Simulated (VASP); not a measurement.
# MnV (Pm-3m) in VASP: notebook

The runs below take MnV through single point, with LDA.

All numbers are computed with VASP 6.6.1; they aren't measurements. Logs are shortened: lines on timing, memory, paths and dates and some standing lists are left out, and cuts for length are marked.

### 1 The cell of the first run

It takes space group Pm-3m (No. 221, cubic). Conventional cell: a = 2.900 Å, b = 2.900 Å, c = 2.900 Å, α = 90.00°, β = 90.00°, γ = 90.00°. Mn (site symmetry m-3m) has 8 V at 2.51 Å and 6 Mn at 2.90 Å within 3.3 Å. Within 3.3 Å of V (site symmetry m-3m) lie 8 Mn at 2.51 Å and 6 V at 2.90 Å.

### 2 Single point, LDA, collinear spin, ferromagnetic start

Contents of INCAR:

```
ALGO = Normal
EDIFF = 1E-6
ENCUT = 520
ISIF = 2
ISMEAR = -1
ISPIN = 2
LASPH = True
LCHARG = False
LMAXMIX = 4
LORBIT = 11
LREAL = False
LWAVE = False
MAGMOM = 4 2
NBANDS = 24
NELM = 150
PREC = Accurate
SIGMA = 0.05
```

Contents of KPOINTS:

```
k-points
0
Gamma
  11 11 11
```

Contents of POSCAR:

```
MnV
1.0
    2.9000000000      0.0000000000      0.0000000000
    0.0000000000      2.9000000000      0.0000000000
    0.0000000000      0.0000000000      2.9000000000
Mn V
1 1
Direct
    0.0000000000      0.0000000000      0.0000000000
    0.5000000000      0.5000000000      0.5000000000
```

Potentials or basis: VASP PAW LDA potentials, release 64 (Mn_pv, V_sv).

The run is started by

```
$ cat potpaw_LDA.64/Mn_pv/POTCAR potpaw_LDA.64/V_sv/POTCAR > POTCAR
$ mpirun -np 1 vasp_std > vasp.out
```

OUTCAR:

```text
EDIFF = 1E-6
   ENCUT = 520
   ISIF = 2
   ISMEAR = -1
   ISPIN = 2
   LASPH = True
   LORBIT = 11
   LREAL = False
   NELM = 150
   PREC = Accurate

 ion  position               nearest neighbor table
   1  0.000  0.000  0.000-   2 2.51   2 2.51   2 2.51   2 2.51   2 2.51   2 2.51   2 2.51   2 2.51

   2  0.500  0.500  0.500-   1 2.51   1 2.51   1 2.51   1 2.51   1 2.51   1 2.51   1 2.51   1 2.51

  LATTYP: Found a simple cubic cell.
 ALAT       =     2.9000000000

  Lattice vectors:

 A1 = (   2.9000000000,   0.0000000000,   0.0000000000)
 A2 = (   0.0000000000,   2.9000000000,   0.0000000000)
 A3 = (   0.0000000000,   0.0000000000,   2.9000000000)

Analysis of symmetry for initial positions (statically):
=====================================================================
 Subroutine PRICEL returns:
 Original cell was already a primitive cell.

 Routine SETGRP: Setting up the symmetry group for a
 simple cubic supercell.

 Subroutine GETGRP returns: Found 48 space group operations
 (whereof 48 operations were pure point group operations)
 out of a pool of 48 trial point group operations.

The static configuration has the point symmetry O_h .

Analysis of symmetry for dynamics (positions and initial velocities):
=====================================================================
 Subroutine PRICEL returns:
 Original cell was already a primitive cell.

 Routine SETGRP: Setting up the symmetry group for a
 simple cubic supercell.

 Subroutine GETGRP returns: Found 48 space group operations
 (whereof 48 operations were pure point group operations)
 out of a pool of 48 trial point group operations.

The dynamic configuration has the point symmetry O_h .

Analysis of structural, dynamic, and magnetic symmetry:
=====================================================================
 Subroutine PRICEL returns:
 Original cell was already a primitive cell.

 Routine SETGRP: Setting up the symmetry group for a
 simple cubic supercell.

 Subroutine GETGRP returns: Found 48 space group operations
 (whereof 48 operations were pure point group operations)
 out of a pool of 48 trial point group operations.

The overall configuration has the point symmetry O_h .

 Subroutine INISYM returns: Found 48 space group operations
 (whereof 48 operations are pure point group operations),
 and found     1 'primitive' translations

----------------------------------------------------------------------------------------

                                     Primitive cell

  volume of cell :      24.3890

  direct lattice vectors                    reciprocal lattice vectors
     2.900000000  0.000000000  0.000000000     0.344827586  0.000000000  0.000000000
     0.000000000  2.900000000  0.000000000     0.000000000  0.344827586  0.000000000
     0.000000000  0.000000000  2.900000000     0.000000000  0.000000000  0.344827586

  length of vectors
     2.900000000  2.900000000  2.900000000     0.344827586  0.344827586  0.344827586

  position of ions in fractional coordinates (direct lattice)
     0.000000000  0.000000000  0.000000000
     0.500000000  0.500000000  0.500000000

  ion indices of the primitive-cell ions
   primitive index   ion index
                 1           1
                 2           2

----------------------------------------------------------------------------------------

 KPOINTS: k-points

Automatic generation of k-mesh.
 Grid dimensions read from file:
 generate k-points for:   11   11   11

 Generating k-lattice:

  Cartesian coordinates                     Fractional coordinates (reciprocal lattice)
     0.031347962  0.000000000  0.000000000     0.090909091  0.000000000  0.000000000
     0.000000000  0.031347962  0.000000000     0.000000000  0.090909091  0.000000000
     0.000000000  0.000000000  0.031347962     0.000000000  0.000000000  0.090909091

  Length of vectors
     0.031347962  0.031347962  0.031347962

  Shift w.r.t. Gamma in fractional coordinates (k-lattice)
     0.000000000  0.000000000  0.000000000

 Subroutine IBZKPT returns following result:
 ===========================================

 Found     56 irreducible k-points:

 Following reciprocal coordinates:
            Coordinates               Weight
  0.000000  0.000000  0.000000      1.000000
  0.090909  0.000000  0.000000      6.000000
  0.181818  0.000000  0.000000      6.000000
  0.272727  0.000000  0.000000      6.000000
  0.363636  0.000000  0.000000      6.000000
  0.454545  0.000000  0.000000      6.000000
[... 16 lines left out ...]
  0.181818  0.090909  0.090909     24.000000
  0.272727  0.090909  0.090909     24.000000
 [... further k-points ...]
   k-points           NKPTS =     56   k-points in BZ     NKDIM =     56   number of bands    NBANDS=     24
   number of dos      NEDOS =    301   number of ions     NIONS =      2
   total plane-waves  NPLWV =  13824
   dimension x,y,z NGX =    24 NGY =   24 NGZ =   24
   dimension x,y,z NGXF=    48 NGYF=   48 NGZF=   48
   ions per type =               1   1
   NGX,Y,Z   is equivalent  to a cutoff of  13.76, 13.76, 13.76 a.u.
   NGXF,Y,Z  is equivalent  to a cutoff of  27.52, 27.52, 27.52 a.u.
 SYSTEM =  unknown system
   PREC   = accura    normal or accurate (medium, high low for compatibility)
   ISTART =      0    job   : 0-new  1-cont  2-samecut
   ICHARG =      2    charge: 1-file 2-atom 10-const
   ISPIN  =      2    spin polarized calculation?
   LNONCOLLINEAR =      F non collinear calculations
   LSORBIT =      F    spin-orbit coupling
   LASPH  =      T    aspherical Exc in radial PAW
   ENCUT  =  520.0 eV  38.22 Ry    6.18 a.u.   5.39  5.39  5.39*2*pi/ulx,y,z
   NELM   =    150;   NELMIN=  2; NELMDL= -5     # of ELM steps
   EDIFF  = 0.1E-05   stopping-criterion for ELM
   LREAL  =      F    real-space projection
   EDIFFG = 0.1E-04   stopping-criterion for IOM
   NSW    =      0    number of steps for IOM
   IBRION =     -1    ionic relax: 0-MD 1-quasi-New 2-CG
   NFREE  =      0    steps in history (QN), initial steepest desc. (CG)
   ISIF   =      2    stress and relaxation
   ISYM   =      2    0-nonsym 1-usesym 2-fastsym
   POTIM  = 0.5000    time-step for ionic-motion
   TEBEG  =    0.0;   TEEND  =   0.0 temperature during run
   PSTRESS=    0.0 pullay stress
   NELECT =      26.0000    total number of electrons
   NUPDOWN=      -1.0000    fix difference up-down
   EMIN   =  10.00;   EMAX   =-10.00  energy-range for DOS
   EFERMI =   0.00;   METHOD = LEGACY
   ISMEAR =    -1;   SIGMA  =   0.05  broadening in eV -4-tet -1-fermi 0-gaus
   EFERMI_NEDOS =   21; number of points for ismear=-14 and -15
   IALGO  =     38    algorithm
   IMIX   =      4    mixing-type and parameters
     AMIX     =   0.40;   BMIX     =  1.00
     AMIX_MAG =   1.60;   BMIX_MAG =  1.00
  volume/ion in A,a.u.               =      12.19        82.29
  Fermi-wavevector in a.u.,A,eV,Ry     =   1.672379  3.160337 38.053459  2.796850
  Thomas-Fermi vector in A             =   2.757536
   LORBIT       =     11    0 simple, 1 ext, 2 COOP (PROOUT), +10 PAW based schemes
   GGA     = CA    functional components
   LHFCALC =     F    Hartree Fock is set to
   AEXX    =    0.0000 exact exchange contribution
   IVDW    =     0    specifies the selected vdW correction
   LEPSILON=     F    determine dielectric tensor
   LRPA    =     F    only Hartree local field effects (RPA)
 spin polarized calculation
  energy-cutoff  :      520.00
  volume of cell :       24.39
 maximum number of plane-waves:       691
 NGX is ok and might be reduce to    24
   NGX = 11   NGY = 11   NGZ = 11

 number of electron      25.9999997 magnetization       0.0002223

 number of electron      25.9999997 magnetization      -0.0000137

 Free energy of the ion-electron system (eV)
  ---------------------------------------------------
  ext. energy  EPLUGINS =         0.00000000
  ---------------------------------------------------
  free energy    TOTEN  =       -20.56220112 eV

  energy without entropy =      -20.55714700  energy(sigma->0) =      -20.55967406

 E-fermi :  10.0024     XC(G=0): -13.7140

 val. band max:        9.9621228702   @ k =   0.4545   0.3636   0.0000
 cond. band min:      10.0837586657   @ k =   0.3636   0.0909   0.0909
 fundamental gap:      0.1216357955
 Fermi energy:        10.0024463453

 spin component 1

 k-point     1 :       0.0000    0.0000    0.0000
  band No.  band energies     occupation
      1     -53.5672      1.00000
      2     -37.4598      1.00000
      3     -37.4598      1.00000
      4     -37.4598      1.00000
      5     -27.6999      1.00000
      6     -27.6999      1.00000
[... 16 lines left out ...]
     23      26.8881      0.00000
     24      31.8693      0.00000

 k-point     2 :       0.0909    0.0000    0.0000
  band No.  band energies     occupation
      1     -53.5654      1.00000
      2     -37.4661      1.00000
      3     -37.4588      1.00000
      4     -37.4588      1.00000
      5     -27.7201      1.00000
      6     -27.6993      1.00000
[... 586 lines left out ...]
 k-point    24 :       0.2727    0.0909    0.0909
  band No.  band energies     occupation
      1     -53.5504      1.00000
      2     -37.5050      1.00000
      3     -37.4592      1.00000
      4     -37.4589      1.00000
      5     -27.8394      1.00000
      6     -27.7122      1.00000
[... 16 lines left out ...]
     23      28.8836      0.00000
     24      29.4001      0.00000

 [... further k-points ...]

 spin component 2

 k-point     1 :       0.0000    0.0000    0.0000
  band No.  band energies     occupation
      1     -53.5672      1.00000
      2     -37.4598      1.00000
      3     -37.4598      1.00000
      4     -37.4598      1.00000
      5     -27.7000      1.00000
      6     -27.7000      1.00000
[... 16 lines left out ...]
     23      26.8881      0.00000
     24      31.8693      0.00000

 k-point     2 :       0.0909    0.0000    0.0000
  band No.  band energies     occupation
      1     -53.5654      1.00000
      2     -37.4661      1.00000
      3     -37.4588      1.00000
      4     -37.4588      1.00000
      5     -27.7202      1.00000
      6     -27.6993      1.00000
[... 586 lines left out ...]
 k-point    24 :       0.2727    0.0909    0.0909
  band No.  band energies     occupation
      1     -53.5504      1.00000
      2     -37.5050      1.00000
      3     -37.4593      1.00000
      4     -37.4589      1.00000
      5     -27.8395      1.00000
      6     -27.7123      1.00000
[... 16 lines left out ...]
     23      28.8836      0.00000
     24      29.4001      0.00000

 [... further k-points ...]
[... 5 lines left out ...]
  --------------------------------------------------------------------------------------
  -------------------------------------------------------------------------------------
  Total       -3.2689711     -3.2689711     -3.2689711      0.0000000      0.0000000     -0.0000000
  in kB     -214.7472809   -214.7472809   -214.7472809      0.0000000      0.0000000     -0.0000000
  external PRESSURE =    -214.7472809 kB  Pullay stress =       0.0000000 kB

 VOLUME and BASIS-vectors are now :
 -----------------------------------------------------------------------------
  energy-cutoff  :      520.00
  volume of cell :       24.39
      direct lattice vectors                 reciprocal lattice vectors
     2.900000000  0.000000000  0.000000000     0.344827586  0.000000000  0.000000000
     0.000000000  2.900000000  0.000000000     0.000000000  0.344827586  0.000000000
     0.000000000  0.000000000  2.900000000     0.000000000  0.000000000  0.344827586

 POSITION                                       TOTAL-FORCE (eV/Angst)
 -----------------------------------------------------------------------------------
      0.00000      0.00000      0.00000         0.000000      0.000000      0.000000
      1.45000      1.45000      1.45000         0.000000      0.000000      0.000000
 -----------------------------------------------------------------------------------
    total drift:                                0.000000      0.000000     -0.000000

  FREE ENERGIE OF THE ION-ELECTRON SYSTEM (eV)
  ---------------------------------------------------
  free  energy   TOTEN  =       -20.5622011185 eV

  energy  without entropy=      -20.5571469956  energy(sigma->0) =      -20.55967406

 total charge

# of ion       s       p       d       tot
------------------------------------------
    1        0.406   6.346   5.183  11.935
    2        2.347   6.269   3.033  11.649
--------------------------------------------------
tot          2.752  12.615   8.216  23.584

 magnetization (x)

# of ion       s       p       d       tot
------------------------------------------
    1        0.000  -0.000   0.000   0.000
    2       -0.000   0.000  -0.000  -0.000
--------------------------------------------------
tot          0.000  -0.000   0.000   0.000
```

It took 30 s on 1 thread of AMD EPYC 9R45 (Zen 5), shared host; peak memory 0.14 GiB.

What came out:

```yaml
Free_energy: -20.5622 eV
Pressure: -21.5 GPa
Band_gap_on_the_k_mesh: zero (filled and empty bands overlap)
Net_moment: 0.00 μB per cell
Valence_electrons_inside_the_program's_atomic_spheres: Mn 11.94; V 11.65
```

Levels at points of the mesh, in eV from the Fermi level:
Spin up:
```csv
k point,band 10,band 11,band 12,band 13,band 14,band 15,band 16,band 17
"(0.00, 0.00, 0.00)",-3.97,-0.82,-0.82,-0.82,1.14,1.14,2.61,2.61
```
Spin down:
| k point | band 11 | band 12 | band 13 | band 14 | band 15 | band 16 |
| --- | --- | --- | --- | --- | --- | --- |
| (0.00, 0.00, 0.00) | -0.82 | -0.82 | -0.82 | 1.14 | 1.14 | 2.61 |

Caveat: the starting moments collapsed, and a magnetic state may lie lower.

### 3 Single point, LDA, collinear spin, ferromagnetic start

INCAR, as its differences from that of step 2:

```diff
@@ -3,2 +3,3 @@
 ENCUT = 520
+GGA = CA
 ISIF = 2
```

KPOINTS is that of step 2.

POSCAR is that of step 2.

Potentials or basis: VASP PAW LDA potentials, release 64 (Mn_pv, V_sv).

The run is started by

```
$ cat potpaw_LDA.64/Mn_pv/POTCAR potpaw_LDA.64/V_sv/POTCAR > POTCAR
$ mpirun -np 1 vasp_std > vasp.out
```

Run time: 47 s. Hardware: 1 thread of AMD EPYC 9R45 (Zen 5), shared host; peak memory 0.13 GiB.

Results (log left out):

| Property | Result |
| --- | --- |
| Free energy | -20.5622 eV |
| Pressure | -21.5 GPa |
| Band gap on the k mesh | zero (filled and empty bands overlap) |
| Net moment | 0.00 μB per cell |
| Valence electrons inside the program's atomic spheres | Mn 11.94; V 11.65 |

Levels at points of the mesh, in eV from the Fermi level:
Spin up:
```tsv
k point	band 9	band 10	band 11	band 12	band 13	band 14	band 15	band 16	band 17	band 18
(0.00, 0.00, 0.00)	-3.97	-3.97	-0.82	-0.82	-0.82	1.14	1.14	2.61	2.61	2.61
```
Spin down:
| k point | band 11 | band 12 | band 13 | band 14 | band 15 | band 16 |
| --- | --- | --- | --- | --- | --- | --- |
| (0.00, 0.00, 0.00) | -0.82 | -0.82 | -0.82 | 1.14 | 1.14 | 2.61 |

Caveat: the starting moments collapsed, and a magnetic state may lie lower.

(Continued in part 2 of 2.)
